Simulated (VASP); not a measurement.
Be:

```
Be
1.0
     2.24244    0.00000    0.00000
    -1.12122    1.94201    0.00000
     0.00000    0.00000    3.63275
Be
2
Direct
  0.33333 0.66667 0.25000
  0.66667 0.33333 0.75000
```

| Item | Value |
| --- | --- |
| Program | VASP 6.6.1 |
| Task | relaxation of cell and atoms |
| Functional | PBE |
| Potentials or basis | VASP PAW PBE potentials, release 64 (Be) |
| Cutoff | 600 eV |
| k mesh | 19 × 19 × 11 |
| Occupations | fermi-dirac, width 0.08 eV |
| Spin | no spin polarisation |

At the start: pressure -0.1 GPa; volume 7.91 Å³/atom.

**Question.** Where does the relaxation end?

**Answer.** Over 7 steps the energy falls by 4.6 meV/atom and the volume is 7.92 Å³/atom (+0.1 %); space group P6_3/mmc (No. 194, to 0.1 Å) before and after.

The path:
| step | energy change (eV) | largest force (eV/Å) | pressure (GPa) | volume (Å³) |
| --- | --- | --- | --- | --- |
| 1 | 0.0000 | 0.0000 | -0.10 | 15.82 |
| 2 | -0.0092 | 0.0000 | 0.17 | 15.81 |
| 3 | -0.0092 | 0.0000 | 0.21 | 15.80 |
| 4 | -0.0092 | 0.0000 | 0.22 | 15.80 |
| 5 | -0.0093 | 0.0000 | 0.02 | 15.83 |
| 6 | -0.0093 | 0.0000 | 0.00 | 15.83 |
| 7 | -0.0093 | 0.0000 | -0.01 | 15.83 |

Final structure:
```
Be
1.0
     2.26362    0.00000    0.00000
    -1.13181    1.96035    0.00000
     0.00000    0.00000    3.56778
Be
2
Direct
  0.33333 0.66667 0.25000
  0.66667 0.33333 0.75000
```
